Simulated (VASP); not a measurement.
# HfSn2S6 (P-31m) in VASP: further runs

The runs below take HfSn2S6 through single point, with PBE.

All numbers are computed with VASP 6.6.1; they aren't measurements. Logs are shortened: lines on timing, memory, paths and dates and some standing lists are left out, and cuts for length are marked.

### Step 1. The cell of the first run

Symmetry: P-31m, No. 162, trigonal system. Conventional cell: a = 6.413 Å, b = 6.413 Å, c = 6.852 Å, α = 90.00°, β = 90.00°, γ = 120.00°. Within 3.4 Å of Hf (site symmetry -3m) lie 6 S at 2.59 Å. Sn (site symmetry 32) has 6 S at 2.59 Å within 3.4 Å. Within 3.4 Å of S (site symmetry m) lie 1 Hf at 2.59 Å and 2 Sn at 2.59 Å.

### Step 2. Single point, PBE

INCAR

```
SYSTEM = HfSn2S6
PREC = Accurate ; ENCUT = 520
EDIFF = 1E-7 ; ISMEAR = 0
SIGMA = 0.1 ; LREAL = .False.
LASPH = .True. ; NELM = 60
ALGO = Normal ; ISIF = 2
LWAVE = .False. ; LCHARG = .False.
GGA = PE ; NBANDS = 47
```

KPOINTS

```
Automatic mesh
0
Gamma
  3 3 4
  0 0 0
```

POSCAR

```
HfSn2S6
1.0
    6.4129871000      0.0000000000      0.0000000000
   -3.2064936000      5.5538098000      0.0000000000
    0.0000000000      0.0000000000      6.8519881000
Hf Sn S
1 2 6
Direct
    0.0000000000      0.0000000000      0.0000000000
    0.3333333000      0.6666667000      0.0000000000
    0.6666667000      0.3333333000      0.0000000000
    0.3325590000      0.0000000000      0.2141060000
    0.0000000000      0.3325590000      0.2141060000
    0.6674410000      0.6674410000      0.2141060000
    0.6674410000      0.0000000000      0.7858940000
    0.3325590000      0.3325590000      0.7858940000
    0.0000000000      0.6674410000      0.7858940000
```

Potentials or basis: VASP PAW PBE potentials, release 64 (Hf_pv, Sn_d, S).

On the command line:

```console
cat potpaw_PBE.64/Hf_pv/POTCAR potpaw_PBE.64/Sn_d/POTCAR potpaw_PBE.64/S/POTCAR > POTCAR
mpirun -np 1 vasp_std > vasp.out
```

OUTCAR:

```text
SYSTEM = HfSn2S6
   PREC = Accurate
   ENCUT = 520
   EDIFF = 1E-7
   ISMEAR = 0
   LREAL = .False.
   LASPH = .True.
   NELM = 60
   ISIF = 2
   GGA = PE

 ion  position               nearest neighbor table
   1  0.000  0.000  0.000-   4 2.59   7 2.59   6 2.59   8 2.59   5 2.59   9 2.59   2 3.70   3 3.70
                             3 3.70   2 3.70   3 3.70   2 3.70
   2  0.333  0.667  0.000-   9 2.59   4 2.59   7 2.59   5 2.59   6 2.59   8 2.59   3 3.70   1 3.70
                             3 3.70   1 3.70   1 3.70   3 3.70
   3  0.667  0.333  0.000-   5 2.59   7 2.59   4 2.59   9 2.59   8 2.59   6 2.59   2 3.70   1 3.70
                             2 3.70   1 3.70   1 3.70   2 3.70
   4  0.333  0.000  0.214-   1 2.59   2 2.59   3 2.59
   5  0.000  0.333  0.214-   1 2.59   3 2.59   2 2.59
   6  0.667  0.667  0.214-   1 2.59   2 2.59   3 2.59
   7  0.667  0.000  0.786-   1 2.59   3 2.59   2 2.59
   8  0.333  0.333  0.786-   1 2.59   3 2.59   2 2.59
   9  0.000  0.667  0.786-   1 2.59   2 2.59   3 2.59

  LATTYP: Found a hexagonal cell.
 ALAT       =     6.4129871000
 C/A-ratio  =     1.0684549950

  Lattice vectors:

 A1 = (   6.4129871000,   0.0000000000,   0.0000000000)
 A2 = (  -3.2064936000,   5.5538098000,   0.0000000000)
 A3 = (   0.0000000000,   0.0000000000,   6.8519881000)

Analysis of symmetry for initial positions (statically):
=====================================================================
 Subroutine PRICEL returns:
 Original cell was already a primitive cell.

 Routine SETGRP: Setting up the symmetry group for a
 hexagonal supercell.

 Subroutine GETGRP returns: Found 12 space group operations
 (whereof 12 operations were pure point group operations)
 out of a pool of 24 trial point group operations.

The static configuration has the point symmetry D_3d.

Analysis of symmetry for dynamics (positions and initial velocities):
=====================================================================
 Subroutine PRICEL returns:
 Original cell was already a primitive cell.

 Routine SETGRP: Setting up the symmetry group for a
 hexagonal supercell.

 Subroutine GETGRP returns: Found 12 space group operations
 (whereof 12 operations were pure point group operations)
 out of a pool of 24 trial point group operations.

The dynamic configuration has the point symmetry D_3d.

 Subroutine INISYM returns: Found 12 space group operations
 (whereof 12 operations are pure point group operations),
 and found     1 'primitive' translations

----------------------------------------------------------------------------------------

                                     Primitive cell

  volume of cell :     244.0439

  direct lattice vectors                    reciprocal lattice vectors
     6.412987100  0.000000000  0.000000000     0.155933574  0.090028292  0.000000000
    -3.206493600  5.553809800  0.000000000     0.000000000  0.180056580  0.000000000
     0.000000000  0.000000000  6.851988100     0.000000000  0.000000000  0.145943044

  length of vectors
     6.412987100  6.412987175  6.851988100     0.180056582  0.180056580  0.145943044

  position of ions in fractional coordinates (direct lattice)
     0.000000000  0.000000000  0.000000000
     0.333333300  0.666666700  0.000000000
     0.666666700  0.333333300  0.000000000
     0.332559000  0.000000000  0.214106000
     1.000000000  0.332559000  0.214106000
     0.667441000  0.667441000  0.214106000
     0.667441000  0.000000000  0.785894000
     0.332559000  0.332559000  0.785894000
     1.000000000  0.667441000  0.785894000

  ion indices of the primitive-cell ions
   primitive index   ion index
                 1           1
                 2           2
                 3           3
                 4           4
                 5           5
                 6           6
                 7           7
                 8           8
                 9           9

----------------------------------------------------------------------------------------

 KPOINTS: Automatic mesh

Automatic generation of k-mesh.
 Grid dimensions read from file:
 generate k-points for:    3    3    4

 Generating k-lattice:

  Cartesian coordinates                     Fractional coordinates (reciprocal lattice)
     0.051977858  0.030009431  0.000000000     0.333333333 -0.000000000  0.000000000
     0.000000000  0.060018860  0.000000000     0.000000000  0.333333333  0.000000000
     0.000000000  0.000000000  0.036485761     0.000000000  0.000000000  0.250000000

  Length of vectors
     0.060018861  0.060018860  0.036485761

  Shift w.r.t. Gamma in fractional coordinates (k-lattice)
     0.000000000  0.000000000  0.000000000

 Subroutine IBZKPT returns following result:
 ===========================================

 Found     10 irreducible k-points:

 Following reciprocal coordinates:
            Coordinates               Weight
  0.000000  0.000000  0.000000      1.000000
  0.333333 -0.000000  0.000000      6.000000
  0.333333  0.333333  0.000000      2.000000
  0.000000  0.000000  0.250000      2.000000
  0.333333 -0.000000  0.250000     12.000000
  0.333333  0.333333  0.250000      2.000000
 -0.333333 -0.333333  0.250000      2.000000
  0.000000  0.000000  0.500000      1.000000
  0.333333 -0.000000  0.500000      6.000000
  0.333333  0.333333  0.500000      2.000000
   k-points           NKPTS =     10   k-points in BZ     NKDIM =     10   number of bands    NBANDS=     47
   number of dos      NEDOS =    301   number of ions     NIONS =      9
   total plane-waves  NPLWV = 124416
   dimension x,y,z NGX =    48 NGY =   48 NGZ =   54
   dimension x,y,z NGXF=    96 NGYF=   96 NGZF=  108
   ions per type =               1   2   6
   NGX,Y,Z   is equivalent  to a cutoff of  12.44, 12.44, 13.10 a.u.
   NGXF,Y,Z  is equivalent  to a cutoff of  24.89, 24.89, 26.20 a.u.
 SYSTEM =  HfSn2S6
   PREC   = accura    normal or accurate (medium, high low for compatibility)
   ISTART =      0    job   : 0-new  1-cont  2-samecut
   ICHARG =      2    charge: 1-file 2-atom 10-const
   ISPIN  =      1    spin polarized calculation?
   LNONCOLLINEAR =      F non collinear calculations
   LSORBIT =      F    spin-orbit coupling
   LASPH  =      T    aspherical Exc in radial PAW
   ENCUT  =  520.0 eV  38.22 Ry    6.18 a.u.  11.92 11.92 12.74*2*pi/ulx,y,z
   NELM   =     60;   NELMIN=  2; NELMDL= -5     # of ELM steps
   EDIFF  = 0.1E-06   stopping-criterion for ELM
   LREAL  =      F    real-space projection
   EDIFFG = 0.1E-05   stopping-criterion for IOM
   NSW    =      0    number of steps for IOM
   IBRION =     -1    ionic relax: 0-MD 1-quasi-New 2-CG
   NFREE  =      0    steps in history (QN), initial steepest desc. (CG)
   ISIF   =      2    stress and relaxation
   ISYM   =      2    0-nonsym 1-usesym 2-fastsym
   POTIM  = 0.5000    time-step for ionic-motion
   TEBEG  =    0.0;   TEEND  =   0.0 temperature during run
   PSTRESS=    0.0 pullay stress
   NELECT =      74.0000    total number of electrons
   NUPDOWN=      -1.0000    fix difference up-down
   EMIN   =  10.00;   EMAX   =-10.00  energy-range for DOS
   EFERMI =   0.00;   METHOD = LEGACY
   ISMEAR =     0;   SIGMA  =   0.10  broadening in eV -4-tet -1-fermi 0-gaus
   EFERMI_NEDOS =   21; number of points for ismear=-14 and -15
   IALGO  =     38    algorithm
   IMIX   =      4    mixing-type and parameters
     AMIX     =   0.40;   BMIX     =  1.00
     AMIX_MAG =   1.60;   BMIX_MAG =  1.00
  volume/ion in A,a.u.               =      27.12       182.99
  Fermi-wavevector in a.u.,A,eV,Ry     =   1.099840  2.078396 16.458253  1.209647
  Thomas-Fermi vector in A             =   2.236241
   LORBIT       =      0    0 simple, 1 ext, 2 COOP (PROOUT), +10 PAW based schemes
   GGA     = PE    functional components
   LHFCALC =     F    Hartree Fock is set to
   AEXX    =    0.0000 exact exchange contribution
   IVDW    =     0    specifies the selected vdW correction
   LEPSILON=     F    determine dielectric tensor
   LRPA    =     F    only Hartree local field effects (RPA)
 non-spin polarized calculation
 Gauss-broadening in eV      SIGMA  =   0.10
  energy-cutoff  :      520.00
  volume of cell :      244.04
 maximum number of plane-waves:      6594
   NGX = 23   NGY = 23   NGZ = 25

 number of electron      74.0000004 magnetization

 Free energy of the ion-electron system (eV)
  ---------------------------------------------------
  ext. energy  EPLUGINS =         0.00000000
  ---------------------------------------------------
  free energy    TOTEN  =       -48.77150788 eV

  energy without entropy =      -48.77150788  energy(sigma->0) =      -48.77150788

 E-fermi :   2.5730     XC(G=0):  -8.5432

 val. band max:        2.1071591267   @ k =   0.0000   0.0000   0.0000
 cond. band min:       3.4916833760   @ k =   0.0000   0.0000   0.0000
 fundamental gap:      1.3845242493
 Fermi energy:         2.5729690368

 k-point     1 :       0.0000    0.0000    0.0000
  band No.  band energies     occupation
      1     -28.4058      2.00000
      2     -28.4058      2.00000
      3     -28.3863      2.00000
      4     -18.6936      2.00000
      5     -18.6936      2.00000
      6     -18.6769      2.00000
[... 39 lines left out ...]
     46       8.0276      0.00000
     47       8.0276      0.00000

 k-point     2 :       0.3333   -0.0000    0.0000
  band No.  band energies     occupation
      1     -28.4059      2.00000
      2     -28.4058      2.00000
      3     -28.3863      2.00000
      4     -18.7089      2.00000
      5     -18.7033      2.00000
      6     -18.6667      2.00000
[... 39 lines left out ...]
     46       8.0887      0.00000
     47       8.2600      0.00000

 k-point     3 :       0.3333    0.3333    0.0000
  band No.  band energies     occupation
      1     -28.4059      2.00000
      2     -28.4059      2.00000
      3     -28.3862      2.00000
      4     -18.7206      2.00000
      5     -18.6857      2.00000
      6     -18.6857      2.00000
[... 39 lines left out ...]
     46       8.2102      0.00000
     47       8.2111      0.00000

 k-point     4 :       0.0000    0.0000    0.2500
  band No.  band energies     occupation
      1     -28.4058      2.00000
      2     -28.4058      2.00000
      3     -28.3863      2.00000
      4     -18.6936      2.00000
      5     -18.6936      2.00000
      6     -18.6769      2.00000
[... 39 lines left out ...]
     46       7.9299      0.00000
     47       7.9299      0.00000

 k-point     5 :       0.3333   -0.0000    0.2500
  band No.  band energies     occupation
      1     -28.4059      2.00000
      2     -28.4058      2.00000
      3     -28.3863      2.00000
      4     -18.7089      2.00000
      5     -18.7033      2.00000
      6     -18.6667      2.00000
[... 39 lines left out ...]
     46       7.9442      0.00000
     47       8.2248      0.00000

 k-point     6 :       0.3333    0.3333    0.2500
  band No.  band energies     occupation
      1     -28.4059      2.00000
      2     -28.4059      2.00000
      3     -28.3863      2.00000
      4     -18.7206      2.00000
      5     -18.6857      2.00000
      6     -18.6857      2.00000
[... 39 lines left out ...]
     46       8.1879      0.00000
     47       8.1894      0.00000

 k-point     7 :      -0.3333   -0.3333    0.2500
  band No.  band energies     occupation
      1     -28.4059      2.00000
      2     -28.4059      2.00000
      3     -28.3863      2.00000
      4     -18.7207      2.00000
      5     -18.6857      2.00000
      6     -18.6857      2.00000
[... 39 lines left out ...]
     46       8.0018      0.00000
     47       8.0018      0.00000

 k-point     8 :       0.0000    0.0000    0.5000
  band No.  band energies     occupation
      1     -28.4058      2.00000
      2     -28.4058      2.00000
      3     -28.3863      2.00000
      4     -18.6936      2.00000
      5     -18.6936      2.00000
      6     -18.6769      2.00000
[... 39 lines left out ...]
     46       7.7498      0.00000
     47       7.7498      0.00000

 k-point     9 :       0.3333   -0.0000    0.5000
  band No.  band energies     occupation
      1     -28.4059      2.00000
      2     -28.4058      2.00000
      3     -28.3863      2.00000
      4     -18.7089      2.00000
      5     -18.7033      2.00000
      6     -18.6667      2.00000
[... 39 lines left out ...]
     46       7.8631      0.00000
     47       8.2127      0.00000

 k-point    10 :       0.3333    0.3333    0.5000
  band No.  band energies     occupation
      1     -28.4059      2.00000
      2     -28.4059      2.00000
      3     -28.3863      2.00000
      4     -18.7207      2.00000
      5     -18.6857      2.00000
      6     -18.6857      2.00000
[... 39 lines left out ...]
     46       7.9328      0.00000
     47       7.9328      0.00000

------------------------ aborting loop because EDIFF is reached ----------------------------------------

  FORCE on cell =-STRESS in cart. coord.  units (eV):
  Direction    XX          YY          ZZ          XY          YZ          ZX
  --------------------------------------------------------------------------------------
  -------------------------------------------------------------------------------------
  Total       -0.4221604     -0.4221604     -0.2352635      0.0000000      0.0000000      0.0000000
  in kB       -2.7715336     -2.7715336     -1.5445332      0.0000000      0.0000000      0.0000000
  external PRESSURE =      -2.3625335 kB  Pullay stress =       0.0000000 kB

 VOLUME and BASIS-vectors are now :
 -----------------------------------------------------------------------------
  energy-cutoff  :      520.00
  volume of cell :      244.04
      direct lattice vectors                 reciprocal lattice vectors
     6.412987100  0.000000000  0.000000000     0.155933574  0.090028292  0.000000000
    -3.206493600  5.553809800  0.000000000     0.000000000  0.180056580  0.000000000
     0.000000000  0.000000000  6.851988100     0.000000000  0.000000000  0.145943044

 POSITION                                       TOTAL-FORCE (eV/Angst)
 -----------------------------------------------------------------------------------
      0.00000      0.00000      0.00000         0.000000     -0.000000      0.000000
     -0.00000      3.70254      0.00000        -0.000000     -0.000000      0.000000
      3.20649      1.85127      0.00000        -0.000000     -0.000000      0.000000
      2.13270      0.00000      1.46705        -0.024203     -0.000000     -0.029913
     -1.06635      1.84697      1.46705         0.012101     -0.020960     -0.029913
      2.14015      3.70684      1.46705         0.012101      0.020960     -0.029913
      4.28029      0.00000      5.38494         0.024203     -0.000000      0.029913
      1.06635      1.84697      5.38494        -0.012101     -0.020960      0.029913
     -2.14015      3.70684      5.38494        -0.012101      0.020960      0.029913
 -----------------------------------------------------------------------------------
    total drift:                                0.000000     -0.000000      0.000000

  FREE ENERGIE OF THE ION-ELECTRON SYSTEM (eV)
  ---------------------------------------------------
  free  energy   TOTEN  =       -48.7715078828 eV

  energy  without entropy=      -48.7715078828  energy(sigma->0) =      -48.77150788
```

Wall time 84 s (1 thread of Intel Xeon 6975P-C (Granite Rapids), shared host); peak memory 0.39 GiB.

Results:

- Free energy: -48.7715 eV
- Pressure: -0.2 GPa
- Largest force: 0.038 eV/Å
- Band gap on the k mesh: 1.38 eV

Forces in eV/Å, atoms in the order of the input:
```
Hf   0.000  0.000  0.000
Sn   0.000  0.000  0.000
Sn   0.000  0.000  0.000
S   -0.024  0.000 -0.030
S    0.012 -0.021 -0.030
S    0.012  0.021 -0.030
S    0.024  0.000  0.030
S   -0.012 -0.021  0.030
S   -0.012  0.021  0.030
```

Stress tensor (GPa, compression positive):
```
-0.28  0.00  0.00
 0.00 -0.28  0.00
 0.00  0.00 -0.15
```

Caveat: spin-orbit coupling is left out, which moves the levels of the heavy elements; an odd mesh through Γ misses points on the zone boundary, where band edges can lie; this functional lacks dispersion, which binds the layers, so the pressure and a relaxed spacing across them are unreliable.

### Step 3. Single point, PBE

INCAR

```
SYSTEM = HfSn2S6
PREC = Accurate
ENCUT = 520
EDIFF = 1E-6
ISMEAR = 0
SIGMA = 0.02
LREAL = .False.
LASPH = .True.
NELM = 80
ALGO = Normal
ISIF = 2
LWAVE = .False.
LCHARG = .True.
GGA = PE
LELF = .True.
LVHAR = .True.
NBANDS = 47
```

KPOINTS

```
regular mesh
0
Gamma
  6 6 4
  0 0 0
```

POSCAR

```
HfSn2S6
1.0
    6.4129871331      0.0000000289      0.0000000000
   -3.2064935915      5.5538097569      0.0000000000
    0.0000000000      0.0000000000      6.8519881000
Hf Sn S
1 2 6
Direct
    0.0000000000      0.0000000000      0.0000000000
    0.3333333333      0.6666666667      0.0000000000
    0.6666666667      0.3333333333      0.0000000000
    0.3325590000      0.0000000000      0.2141060000
    0.0000000000      0.3325590000      0.2141060000
    0.6674410000      0.6674410000      0.2141060000
    0.6674410000      0.0000000000      0.7858940000
    0.3325590000      0.3325590000      0.7858940000
    0.0000000000      0.6674410000      0.7858940000
```

Potentials or basis: VASP PAW PBE potentials, release 64 (Hf_pv, Sn_d, S).

On the command line:

```console
cat potpaw_PBE.64/Hf_pv/POTCAR potpaw_PBE.64/Sn_d/POTCAR potpaw_PBE.64/S/POTCAR > POTCAR
mpirun -np 1 vasp_std > vasp.out
```

It took 2.7 min on 1 thread of Intel Xeon 6975P-C (Granite Rapids), shared host; peak memory 0.49 GiB.

Results (log left out):

```
Free energy            : -48.7851 eV
Pressure               : -0.2 GPa
Largest force          : 0.043 eV/Å
Band gap on the k mesh : 0.98 eV
```

Forces on the atoms (eV/Å):
```
Hf   0.000  0.000  0.000
Sn   0.000  0.000  0.000
Sn   0.000  0.000  0.000
S   -0.033  0.000 -0.028
S    0.016 -0.028 -0.028
S    0.016  0.028 -0.028
S    0.033  0.000  0.028
S   -0.016 -0.028  0.028
S   -0.016  0.028  0.028
```

Stress tensor (GPa, compression positive):
```
-0.28  0.00  0.00
 0.00 -0.28  0.00
 0.00  0.00 -0.14
```

Levels at points of the mesh, in eV from the valence-band top:
| k point | band 35 | band 36 | band 37 | band 38 | band 39 | band 40 |
| --- | --- | --- | --- | --- | --- | --- |
| (0.00, 0.00, 0.00) | -0.15 | -0.02 | -0.02 | 1.36 | 2.59 | 3.38 |
| (0.50, 0.00, 0.00) | -0.38 | -0.19 | 0.00 | 0.98 | 2.94 | 3.16 |
| (0.00, 0.00, 0.50) | -0.33 | -0.04 | -0.04 | 1.52 | 2.85 | 3.34 |
| (0.50, 0.00, 0.50) | -0.48 | -0.32 | -0.20 | 1.02 | 2.92 | 3.06 |

Caveat: spin-orbit coupling is left out, which moves the levels of the heavy elements; this functional lacks dispersion, which binds the layers, so the pressure and a relaxed spacing across them are unreliable.
